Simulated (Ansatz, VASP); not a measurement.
**Cu4Mo in VASP and in Ansatz**

```
CELL_PARAMETERS angstrom
-2.06773 2.06773 3.78824
2.06773 -2.06773 3.78824
2.06773 2.06773 -3.78824
ATOMIC_POSITIONS crystal
Cu 0.74815 0.74815 0.00000
Cu 0.50000 0.00000 0.50000
Cu 0.00000 0.50000 0.50000
Cu 0.25185 0.25185 0.00000
Mo 0.00000 0.00000 0.00000
```

Change from the starting cell: species swapped into the PbF4 type (I4/mmm, No. 139).

Alike in both runs: task relaxation of cell and atoms; functional PBE; k mesh 6 × 6 × 6; occupations gaussian, width 0.1 eV; no spin polarisation.

```csv
,VASP,Ansatz
version,VASP 6.6.1,Ansatz 0.2.0
potentials or method,"VASP PAW PBE potentials, release 64 (Cu, Mo_sv), cutoff 600 eV","scalar-relativistic, plane waves, PAW"
valence electrons in the cell,58,90
```

Ansatz gave:

| Quantity | Value |
| --- | --- |
| gap on the k mesh at the Fermi level, each at its own relaxed structure (eV) | none |
| relaxed volume (Å³/atom) | 16.17 |
| relaxed cell length with the largest relative difference (Å) | 4.917 |

**Question.** Estimate VASP's values.

**Answer.** gap on the k mesh at the Fermi level, each at its own relaxed structure (eV): none; relaxed volume (Å³/atom): 16.18; relaxed cell length with the largest relative difference (Å): 4.919.

A gap of «none» marks a metal or a gap that the smearing closes. VASP's potentials hold 58 valence electrons a cell and Ansatz's 90, so a difference there can come from the potentials and not from the codes.

Noted on VASP's run: the volume moved by over 15 % at a fixed basis, so the end points are rough.
